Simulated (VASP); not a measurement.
# Zn4HO4 (a cell with a defect) in VASP: a series of runs

Runs on Zn4HO4 (a cell with a defect). Level: PBE. Tasks: single point.

Everything below comes from runs of VASP 6.6.1. Logs are shortened: lines on timing, memory, paths and dates and some standing lists are left out, and cuts for length are marked.

## Step 1: The cell of the first run

The cell holds a defect, 9 atoms: a = 5.610 Å, b = 5.610 Å, c = 3.279 Å, α = 90.00°, β = 90.00°, γ = 90.00°.

## Step 2: Single point, PBE

Input file INCAR:

```
SYSTEM = Zn4HO4
PREC = Accurate
ENCUT = 520
EDIFF = 1E-6
ISMEAR = 0
SIGMA = 0.05
LREAL = .False.
LASPH = .True.
NELM = 60
ALGO = Normal
ISIF = 2
LWAVE = .False.
LCHARG = .False.
GGA = PE
NBANDS = 46
```

Input file KPOINTS:

```
regular mesh
0
Gamma
  4 4 8
  0 0 0
```

Input file POSCAR:

```
Zn4HO4
1.0
    5.6098780345      0.0000000000      0.0000000000
    0.0000000000      5.6098780345      0.0000000000
    0.0000000000      0.0000000000      3.2790255992
Zn O H
4 4 1
Direct
    0.1816262562      0.1816262562      0.5000000000
    0.8183737438      0.8183737438      0.5000000000
    0.6816262562      0.3183737438      0.0000000000
    0.3183737438      0.6816262562      0.0000000000
    0.8184651117      0.1815348883      0.5000000000
    0.1815348883      0.8184651117      0.5000000000
    0.6815348883      0.6815348883      0.0000000000
    0.3184651117      0.3184651117      0.0000000000
    0.9999176225      0.6933737438      0.0000000000
```

Potentials or basis: VASP PAW PBE potentials, release 64 (Zn, O, H).

On the command line:

```sh
cat potpaw_PBE.64/Zn/POTCAR potpaw_PBE.64/O/POTCAR potpaw_PBE.64/H/POTCAR > POTCAR
mpirun -np 1 vasp_std > vasp.out
```

OUTCAR:

```text
SYSTEM = Zn4HO4
   PREC = Accurate
   ENCUT = 520
   EDIFF = 1E-6
   ISMEAR = 0
   LREAL = .False.
   LASPH = .True.
   NELM = 60
   ISIF = 2
   GGA = PE

 ion  position               nearest neighbor table
   1  0.182  0.182  0.500-   8 1.97   8 1.97   5 2.04   6 2.04   2 2.88
   2  0.818  0.818  0.500-   7 1.97   7 1.97   5 2.04   6 2.04   1 2.88
   3  0.682  0.318  0.000-   5 1.97   5 1.97   8 2.04   7 2.04   4 2.88
   4  0.318  0.682  0.000-   9 1.79   6 1.97   6 1.97   7 2.04   8 2.04   3 2.88
   5  0.818  0.182  0.500-   3 1.97   3 1.97   1 2.04   2 2.04
   6  0.182  0.818  0.500-   4 1.97   4 1.97   1 2.04   2 2.04
   7  0.682  0.682  0.000-   2 1.97   2 1.97   4 2.04   3 2.04
   8  0.318  0.318  0.000-   1 1.97   1 1.97   4 2.04   3 2.04
   9  1.000  0.693  0.000-   4 1.79

  LATTYP: Found a simple tetragonal cell.
 ALAT       =     5.6098780345
 C/A-ratio  =     0.5845092494

  Lattice vectors:

 A1 = (   5.6098780345,   0.0000000000,   0.0000000000)
 A2 = (   0.0000000000,   5.6098780345,   0.0000000000)
 A3 = (   0.0000000000,   0.0000000000,   3.2790255992)

Analysis of symmetry for initial positions (statically):
=====================================================================
 Subroutine PRICEL returns:
 Original cell was already a primitive cell.

 Routine SETGRP: Setting up the symmetry group for a
 simple tetragonal supercell.

 Subroutine GETGRP returns: Found  2 space group operations
 (whereof  2 operations were pure point group operations)
 out of a pool of 16 trial point group operations.

The static configuration has the point symmetry C_1h.

Analysis of symmetry for dynamics (positions and initial velocities):
=====================================================================
 Subroutine PRICEL returns:
 Original cell was already a primitive cell.

 Routine SETGRP: Setting up the symmetry group for a
 simple tetragonal supercell.

 Subroutine GETGRP returns: Found  2 space group operations
 (whereof  2 operations were pure point group operations)
 out of a pool of 16 trial point group operations.

The dynamic configuration has the point symmetry C_1h.

 Subroutine INISYM returns: Found  2 space group operations
 (whereof  2 operations are pure point group operations),
 and found     1 'primitive' translations

----------------------------------------------------------------------------------------

                                     Primitive cell

  volume of cell :     103.1933

  direct lattice vectors                    reciprocal lattice vectors
     5.609878035  0.000000000  0.000000000     0.178256995  0.000000000  0.000000000
     0.000000000  5.609878035  0.000000000     0.000000000  0.178256995  0.000000000
     0.000000000  0.000000000  3.279025599     0.000000000  0.000000000  0.304968647

  length of vectors
     5.609878035  5.609878035  3.279025599     0.178256995  0.178256995  0.304968647

  position of ions in fractional coordinates (direct lattice)
     0.181626256  0.181626256  0.500000000
     0.818373744  0.818373744  0.500000000
     0.681626256  0.318373744  0.000000000
     0.318373744  0.681626256  0.000000000
     0.818465112  0.181534888  0.500000000
     0.181534888  0.818465112  0.500000000
     0.681534888  0.681534888  0.000000000
     0.318465112  0.318465112  0.000000000
     0.999917622  0.693373744  0.000000000

  ion indices of the primitive-cell ions
   primitive index   ion index
                 1           1
                 2           2
                 3           3
                 4           4
                 5           5
                 6           6
                 7           7
                 8           8
                 9           9

----------------------------------------------------------------------------------------

 KPOINTS: regular mesh

Automatic generation of k-mesh.
 Grid dimensions read from file:
 generate k-points for:    4    4    8

 Generating k-lattice:

  Cartesian coordinates                     Fractional coordinates (reciprocal lattice)
     0.044564249  0.000000000  0.000000000     0.250000000  0.000000000  0.000000000
     0.000000000  0.044564249  0.000000000     0.000000000  0.250000000  0.000000000
     0.000000000  0.000000000  0.038121081     0.000000000  0.000000000  0.125000000

  Length of vectors
     0.044564249  0.044564249  0.038121081

  Shift w.r.t. Gamma in fractional coordinates (k-lattice)
     0.000000000  0.000000000  0.000000000

 Subroutine IBZKPT returns following result:
 ===========================================

 Found     50 irreducible k-points:

 Following reciprocal coordinates:
            Coordinates               Weight
  0.000000  0.000000  0.000000      1.000000
  0.250000  0.000000  0.000000      2.000000
  0.000000  0.250000  0.000000      2.000000
  0.500000  0.000000  0.000000      1.000000
  0.000000  0.500000  0.000000      1.000000
  0.250000  0.250000  0.000000      2.000000
[... 16 lines left out ...]
  0.000000  0.250000  0.250000      4.000000
  0.500000  0.000000  0.250000      2.000000
 [... further k-points ...]
   k-points           NKPTS =     50   k-points in BZ     NKDIM =     50   number of bands    NBANDS=     46
   number of dos      NEDOS =    301   number of ions     NIONS =      9
   total plane-waves  NPLWV =  42336
   dimension x,y,z NGX =    42 NGY =   42 NGZ =   24
   dimension x,y,z NGXF=    84 NGYF=   84 NGZF=   48
   ions per type =               4   4   1
   NGX,Y,Z   is equivalent  to a cutoff of  12.45, 12.45, 12.17 a.u.
   NGXF,Y,Z  is equivalent  to a cutoff of  24.89, 24.89, 24.34 a.u.
 SYSTEM =  Zn4HO4
   PREC   = accura    normal or accurate (medium, high low for compatibility)
   ISTART =      0    job   : 0-new  1-cont  2-samecut
   ICHARG =      2    charge: 1-file 2-atom 10-const
   ISPIN  =      1    spin polarized calculation?
   LNONCOLLINEAR =      F non collinear calculations
   LSORBIT =      F    spin-orbit coupling
   LASPH  =      T    aspherical Exc in radial PAW
   ENCUT  =  520.0 eV  38.22 Ry    6.18 a.u.  10.43 10.43  6.10*2*pi/ulx,y,z
   NELM   =     60;   NELMIN=  2; NELMDL= -5     # of ELM steps
   EDIFF  = 0.1E-05   stopping-criterion for ELM
   LREAL  =      F    real-space projection
   EDIFFG = 0.1E-04   stopping-criterion for IOM
   NSW    =      0    number of steps for IOM
   IBRION =     -1    ionic relax: 0-MD 1-quasi-New 2-CG
   NFREE  =      0    steps in history (QN), initial steepest desc. (CG)
   ISIF   =      2    stress and relaxation
   ISYM   =      2    0-nonsym 1-usesym 2-fastsym
   POTIM  = 0.5000    time-step for ionic-motion
   TEBEG  =    0.0;   TEEND  =   0.0 temperature during run
   PSTRESS=    0.0 pullay stress
   NELECT =      73.0000    total number of electrons
   NUPDOWN=      -1.0000    fix difference up-down
   EMIN   =  10.00;   EMAX   =-10.00  energy-range for DOS
   EFERMI =   0.00;   METHOD = LEGACY
   ISMEAR =     0;   SIGMA  =   0.05  broadening in eV -4-tet -1-fermi 0-gaus
   EFERMI_NEDOS =   21; number of points for ismear=-14 and -15
   IALGO  =     38    algorithm
   IMIX   =      4    mixing-type and parameters
     AMIX     =   0.40;   BMIX     =  1.00
     AMIX_MAG =   1.60;   BMIX_MAG =  1.00
  volume/ion in A,a.u.               =      11.47        77.38
  Fermi-wavevector in a.u.,A,eV,Ry     =   1.458697  2.756539 28.950454  2.127798
  Thomas-Fermi vector in A             =   2.575352
   LORBIT       =      0    0 simple, 1 ext, 2 COOP (PROOUT), +10 PAW based schemes
   GGA     = PE    functional components
   LHFCALC =     F    Hartree Fock is set to
   AEXX    =    0.0000 exact exchange contribution
   IVDW    =     0    specifies the selected vdW correction
   LEPSILON=     F    determine dielectric tensor
   LRPA    =     F    only Hartree local field effects (RPA)
 non-spin polarized calculation
 Gauss-broadening in eV      SIGMA  =   0.05
  energy-cutoff  :      520.00
  volume of cell :      103.19
 maximum number of plane-waves:      2804
 NGX is ok and might be reduce to    42
   NGX = 21   NGY = 21   NGZ = 13

 number of electron      72.9999975 magnetization

 Free energy of the ion-electron system (eV)
  ---------------------------------------------------
  ext. energy  EPLUGINS =         0.00000000
  ---------------------------------------------------
  free energy    TOTEN  =       -36.31861391 eV

  energy without entropy =      -36.31348873  energy(sigma->0) =      -36.31605132

 E-fermi :   2.4229     XC(G=0): -10.6256

 val. band max:        2.4217078411   @ k =   0.5000   0.2500   0.2500
 cond. band min:       2.4266695567   @ k =   0.5000   0.2500   0.3750
 fundamental gap:      0.0049617156
 Fermi energy:         2.4228598718

 k-point     1 :       0.0000    0.0000    0.0000
  band No.  band energies     occupation
      1     -17.2407      2.00000
      2     -16.6054      2.00000
      3     -16.3772      2.00000
      4     -16.1807      2.00000
      5      -5.7616      2.00000
      6      -5.2490      2.00000
[... 38 lines left out ...]
     45      10.8419      0.00000
     46      12.7451      0.00000

 k-point     2 :       0.2500    0.0000    0.0000
  band No.  band energies     occupation
      1     -17.1668      2.00000
      2     -16.6922      2.00000
      3     -16.3510      2.00000
      4     -16.1983      2.00000
      5      -5.9712      2.00000
      6      -5.2889      2.00000
[... 38 lines left out ...]
     45      11.3223      0.00000
     46      11.8079      0.00000

 k-point     3 :       0.0000    0.2500    0.0000
  band No.  band energies     occupation
      1     -17.1871      2.00000
      2     -16.6377      2.00000
      3     -16.4186      2.00000
      4     -16.1648      2.00000
      5      -5.7707      2.00000
      6      -5.2884      2.00000
[... 1018 lines left out ...]
     45      10.1743      0.00000
     46      10.4149      0.00000

 k-point    24 :       0.5000    0.0000    0.2500
  band No.  band energies     occupation
      1     -16.9066      2.00000
      2     -16.6708      2.00000
      3     -16.2199      2.00000
      4     -16.1660      2.00000
      5      -6.1605      2.00000
      6      -5.2187      2.00000
[... 38 lines left out ...]
     45       9.9801      0.00000
     46      10.2063      0.00000

 [... further k-points ...]
[... 5 lines left out ...]
  --------------------------------------------------------------------------------------
  -------------------------------------------------------------------------------------
  Total        2.8918288      2.2583253      4.9362735      0.0496797      0.0000000      0.0000000
  in kB       44.8984666     35.0627066     76.6404681      0.7713258      0.0000000      0.0000000
  external PRESSURE =      52.2005471 kB  Pullay stress =       0.0000000 kB

 VOLUME and BASIS-vectors are now :
 -----------------------------------------------------------------------------
  energy-cutoff  :      520.00
  volume of cell :      103.19
      direct lattice vectors                 reciprocal lattice vectors
     5.609878035  0.000000000  0.000000000     0.178256995  0.000000000  0.000000000
     0.000000000  5.609878035  0.000000000     0.000000000  0.178256995  0.000000000
     0.000000000  0.000000000  3.279025599     0.000000000  0.000000000  0.304968647

 POSITION                                       TOTAL-FORCE (eV/Angst)
 -----------------------------------------------------------------------------------
      1.01890      1.01890      1.63951         0.016939      0.101355      0.000000
      4.59098      4.59098      1.63951         0.084932      0.311515      0.000000
      3.82384      1.78604      0.00000        -0.028223     -0.281903      0.000000
      1.78604      3.82384      0.00000        -0.163808     -0.348570      0.000000
      4.59149      1.01839      1.63951        -0.063132     -0.061269      0.000000
      1.01839      4.59149      1.63951         0.574112      0.523499      0.000000
      3.82333      3.82333      0.00000        -0.861036     -0.030780      0.000000
      1.78655      1.78655      0.00000         0.270767     -0.066892      0.000000
      5.60942      3.88974      0.00000         0.169448     -0.146955      0.000000
 -----------------------------------------------------------------------------------
    total drift:                               -0.000015      0.000095      0.000000

  FREE ENERGIE OF THE ION-ELECTRON SYSTEM (eV)
  ---------------------------------------------------
  free  energy   TOTEN  =       -36.3186139107 eV

  energy  without entropy=      -36.3134887273  energy(sigma->0) =      -36.31605132
```

Run time: 6 min. Hardware: 1 thread of AMD EPYC 7R13 (Zen 3), shared host; peak memory 0.28 GiB.

What came out:

- Free energy: -36.3186 eV
- Pressure: 5.2 GPa
- Largest force: 0.862 eV/Å

Forces on the atoms (eV/Å):
```
Zn   0.017  0.101  0.000
Zn   0.085  0.312  0.000
Zn  -0.028 -0.282  0.000
Zn  -0.164 -0.349  0.000
O   -0.063 -0.061  0.000
O    0.574  0.523  0.000
O   -0.861 -0.031  0.000
O    0.271 -0.067  0.000
H    0.169 -0.147  0.000
```

Caveat: an odd number of electrons without spin polarisation forces a metal; a magnetic or distorted state may lie lower.

## Step 3: Single point, PBE

Input file INCAR:

```
SYSTEM = Zn4HO4
PREC     = Accurate       ! precision mode
ENCUT    = 520            ! plane-wave cutoff, eV
EDIFF    = 1E-6           ! SCF threshold, eV
ISMEAR   = 0              ! smearing method
SIGMA    = 0.05           ! smearing width, eV
LREAL    = .FALSE.        ! projectors in reciprocal space
LASPH    = .TRUE.         ! aspherical terms in the spheres
NELM     = 80             ! most SCF steps
ALGO     = Normal         ! electronic algorithm
ISIF     = 2              ! what is computed and relaxed
LWAVE    = .FALSE.        ! write WAVECAR
LCHARG   = .FALSE.        ! write CHGCAR
GGA      = PE             ! functional
NBANDS   = 46             ! bands
```

Input file KPOINTS:

```
regular mesh
0
G
  4 4 8
  0 0 0
```

POSCAR, as its differences from that of step 2:

```diff
@@ -16,2 +16,2 @@
     0.3184651117      0.3184651117      0.0000000000
-    0.9999176225      0.6933737438      0.0000000000
+    0.9999176225      0.1933737438      0.0000000000
```

Potentials or basis: VASP PAW PBE potentials, release 64 (Zn, O, H).

On the command line:

```sh
cat potpaw_PBE.64/Zn/POTCAR potpaw_PBE.64/O/POTCAR potpaw_PBE.64/H/POTCAR > POTCAR
mpirun -np 1 vasp_std > vasp.out
```

Wall time 5.9 min (1 thread of AMD EPYC 7R13 (Zen 3), shared host); peak memory 0.28 GiB.

Results (log left out):

- Free energy: -36.3109 eV
- Pressure: 5.5 GPa
- Largest force: 0.773 eV/Å

Forces in eV/Å, atoms in the order of the input:
```
Zn   0.220 -0.151  0.000
Zn   0.023 -0.137  0.000
Zn  -0.105  0.280  0.000
Zn  -0.008  0.224  0.000
O   -0.456 -0.164  0.000
O    0.104 -0.168  0.000
O   -0.093 -0.067  0.000
O    0.737  0.232  0.000
H   -0.423 -0.048  0.000
```

Stress tensor (GPa, compression positive):
```
5.16 0.11 0.00
0.11 3.42 0.00
0.00 0.00 7.86
```

Levels at points of the mesh, in eV from the Fermi level:
```csv
k point,band 33,band 34,band 35,band 36,band 37,band 38,band 39,band 40
"(0.00, 0.00, 0.00)",-2.42,-2.24,-1.94,-1.87,-1.73,1.16,3.27,4.12
"(0.50, 0.00, 0.00)",-2.27,-2.26,-2.16,-2.13,-0.86,1.31,2.60,4.14
"(0.00, 0.50, 0.00)",-2.52,-2.41,-2.07,-1.96,-1.08,1.41,3.05,4.18
"(0.50, 0.50, 0.00)",-2.54,-2.51,-2.47,-2.46,-0.90,2.36,2.72,2.85
"(0.00, 0.00, 0.50)",-3.47,-3.42,-3.03,-3.00,0.97,3.87,4.25,5.90
"(0.50, 0.00, 0.50)",-3.29,-3.29,-2.76,-2.73,0.22,3.91,4.17,4.97
"(0.00, 0.50, 0.50)",-3.21,-3.20,-2.77,-2.75,0.89,3.96,4.26,4.97
"(0.50, 0.50, 0.50)",-3.20,-3.08,-2.90,-2.90,0.09,3.70,3.76,4.00
```

Caveat: an odd number of electrons without spin polarisation forces a metal; a magnetic or distorted state may lie lower.

## Step 4: Single point, PBE

Input file INCAR:

```
ALGO = Normal
EDIFF = 1E-7
ENCUT = 520
GGA = PE
ISIF = 2
ISMEAR = 0
LASPH = T
LCHARG = F
LREAL = F
LWAVE = F
NBANDS = 46
NELM = 80
PREC = Accurate
SIGMA = 0.05
```

Input file KPOINTS:

```
k-points
0
Gamma
  4 4 8
```

POSCAR, as its differences from that of step 3:

```diff
@@ -16,2 +16,2 @@
     0.3184651117      0.3184651117      0.0000000000
-    0.9999176225      0.1933737438      0.0000000000
+    0.9999176225     -0.0566262562      0.0000000000
```

On the command line:

```sh
cat potpaw_PBE.64/Zn/POTCAR potpaw_PBE.64/O/POTCAR potpaw_PBE.64/H/POTCAR > POTCAR
mpirun -np 1 vasp_std > vasp.out
```

It took 7.1 min on 1 thread of AMD EPYC 7R13 (Zen 3), shared host; peak memory 0.27 GiB.

It converged, with:

```yaml
Free_energy: -36.2697 eV
Pressure: 4.1 GPa
Largest_force: 0.511 eV/Å
```

Forces on the atoms (eV/Å):
```
Zn  -0.081  0.081  0.000
Zn  -0.034  0.132  0.000
Zn   0.036 -0.111  0.000
Zn   0.047 -0.125  0.000
O   -0.283  0.426  0.000
O    0.441 -0.226  0.000
O   -0.322 -0.210  0.000
O    0.099  0.160  0.000
H    0.096 -0.127  0.000
```

Stress tensor (GPa, compression positive):
```
 3.65 -0.27  0.00
-0.27  3.51  0.00
 0.00  0.00  5.06
```

Levels at points of the mesh, in eV from the Fermi level:
```
           k point  band 35  band 36  band 37  band 38  band 39  band 40
(0.00, 0.00, 0.00)    -1.36    -1.35    -1.19     2.02     3.76     3.90
(0.50, 0.00, 0.00)    -1.62    -1.57    -0.54     1.87     3.40     4.64
(0.00, 0.50, 0.00)    -1.59    -1.48    -0.59     1.89     3.47     4.61
(0.50, 0.50, 0.00)    -1.95    -1.94    -0.59     2.97     3.32     3.42
(0.00, 0.00, 0.50)    -2.48    -2.46     0.37     4.44     4.66     6.71
(0.50, 0.00, 0.50)    -2.19    -2.18     0.34     4.49     4.52     5.56
(0.00, 0.50, 0.50)    -2.20    -2.19     0.42     4.49     4.50     5.57
(0.50, 0.50, 0.50)    -2.39    -2.39    -0.23     4.26     4.34     4.48
```

Caveat: an odd number of electrons without spin polarisation forces a metal; a magnetic or distorted state may lie lower.

(Continued in part 2 of 2.)
